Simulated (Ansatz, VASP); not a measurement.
**Two plane-wave programs on Fe**

Contents of INCAR:

```
SYSTEM = Fe
PREC = Accurate ; ENCUT = 520
EDIFF = 1E-6 ; ISMEAR = -1
SIGMA = 0.05 ; LREAL = .FALSE.
LASPH = .TRUE. ; NELM = 150
ALGO = Normal ; ISIF = 2
LWAVE = .FALSE. ; LCHARG = .FALSE.
ISPIN = 2 ; MAGMOM = -0.294 0.534 0.534
LORBIT = 11 ; LMAXMIX = 4
GGA = CA ; NBANDS = 23
```

KPOINTS

```
regular mesh
0
G
  11 11 15
  0 0 0
```

File POSCAR:

```
Fe
1.0
    3.6741902356      0.0000000000      0.0000000000
   -1.8370951178      3.1819420823      0.0000000000
    0.0000000000      0.0000000000      2.3099771624
Fe
3
Direct
    0.0000000000      0.0000000000      0.0000000000
    0.3333333333      0.6666666667      0.5000000000
    0.6666666667      0.3333333333      0.5000000000
```

Input for Ansatz:

```yaml
crystal:
  lattice:
    - [3.6741902356, 0.0, 0.0]
    - [-1.8370951178, 3.1819420823, 0.0]
    - [0.0, 0.0, 2.3099771624]
  atoms:
    - { symbol: Fe, position: [0.0, 0.0, 0.0], spin: -0.294 }
    - { symbol: Fe, position: [0.3333333333, 0.6666666667, 0.5], spin: 0.534 }
    - { symbol: Fe, position: [0.6666666667, 0.3333333333, 0.5], spin: 0.534 }
hamiltonian:
  xc: lda
  pseudopotentials:
    kind: paw
    azcp:
      Fe: "pseudopotentials/Fe.paw.azcp"
basis:
  ecutwfc: 420
  fft_grid_basis: typed
kpoints:
  mp_grid: { grid: [11, 11, 15], shift: [0, 0, 0] }
magnetization:
  spin_polarized: true
scf:
  occupations: { method: fermi_dirac, width: 0.05 }
  lower_state_search: "off"
output:
  stress: true
```

Alike in both runs: task single point; functional LDA; k mesh 11 × 11 × 15; occupations fermi-dirac, width 0.05 eV; collinear spin.

```csv
,VASP,Ansatz
version,VASP 6.6.1,Ansatz 0.2.0
potentials or method,"VASP PAW LDA potentials, release 64 (Fe), cutoff 520 eV","plane waves (420 eV) with PAW, scalar-relativistic"
valence electrons in the cell,24,48
```

|  | VASP | Ansatz | Ansatz less VASP |
| --- | --- | --- | --- |
| net moment per atom (μB) | 0.00 | 0.00 | -0.001 |

Ansatz warns that its potentials were made for another functional, while VASP's fit it. LDA's correlation is that of Perdew and Zunger in VASP and of Perdew and Wang (1992) in Ansatz. VASP's potentials hold 24 valence electrons a cell and Ansatz's 48, so a difference there can come from the potentials and not from the codes. Ansatz's warnings: seeded moment not kept.
